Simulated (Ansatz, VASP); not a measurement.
**LiF: VASP beside Ansatz**

```
Li F
1.0
     0.00000    2.03401    2.03401
     2.03401    0.00000    2.03401
     2.03401    2.03401    0.00000
Li F
1 1
Direct
  0.00000 0.00000 0.00000
  0.50000 0.50000 0.50000
```

Change from the starting cell: the structure that the rattled cell fell into.

Alike in both runs: task relaxation of cell and atoms; functional PBE; k mesh 10 × 10 × 10; occupations gaussian, width 0.02 eV; no spin polarisation.

|  | VASP | Ansatz |
| --- | --- | --- |
| version | VASP 6.6.1 | Ansatz 0.2.0 |
| potentials or method | VASP PAW PBE potentials, release 64 (Li_sv, F), cutoff 600 eV | scalar-relativistic, plane waves, PAW |
| valence electrons in the cell | 10 | 10 |

```csv
,VASP,Ansatz,Ansatz less VASP
"gap on the k mesh at the Fermi level, each at its own relaxed structure (eV)",8.93,8.83,-0.100
relaxed volume (Å³/atom),8.32,8.42,+0.097
relaxed length of the cell vector where the two differ most in proportion (Å),2.865,2.877,+0.0111
```

Noted on VASP's run: the cutoff is under 1.25 times that of the potentials, so the pressure is a little rough.
